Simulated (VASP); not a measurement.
The system is Ca.

```
Ca
1.0
    -2.24000    2.24000    2.24000
     2.24000   -2.24000    2.24000
     2.24000    2.24000   -2.24000
Ca
1
Direct
  0.00000 0.00000 0.00000
```

| Property | Result |
| --- | --- |
| Program | VASP 6.6.1 |
| Task | relaxation of cell and atoms |
| Functional | LDA |
| Potentials or basis | VASP PAW LDA potentials, release 64 (Ca_sv) |
| Cutoff | 600 eV |
| k mesh | 8 × 8 × 8 |
| Occupations | fermi-dirac, width 0.05 eV |
| Spin | no spin polarisation |

At the start: pressure -2.5 GPa; volume 44.96 Å³/atom.

**Question.** How do energy, volume and symmetry change on relaxing?

**Answer.** Over 4 steps the energy falls by 64.4 meV/atom and the volume is 37.55 Å³/atom (-16.5 %); space group Im-3m (No. 229, to 0.05 Å).

Step by step:
| step | energy change (eV) | largest force (eV/Å) | pressure (GPa) | volume (Å³) |
| --- | --- | --- | --- | --- |
| 1 | 0.0000 | 0.0000 | -2.46 | 44.96 |
| 2 | -0.0517 | 0.0000 | -1.26 | 40.61 |
| 3 | -0.0642 | 0.0000 | -0.16 | 37.91 |
| 4 | -0.0644 | 0.0000 | 0.01 | 37.55 |

Final structure:
```yaml
crystal:
  lattice:
    - [-2.10946, 2.10946, 2.10946]
    - [2.10946, -2.10946, 2.10946]
    - [2.10946, 2.10946, -2.10946]
  atoms:
    - { symbol: Ca, position: [0.00000, 0.00000, 0.00000] }
```

Caveat: the volume moved by over 15 % at a fixed basis, so the end points are rough; the volume moved by -16 % from the deposited cell, more than functionals usually miss.
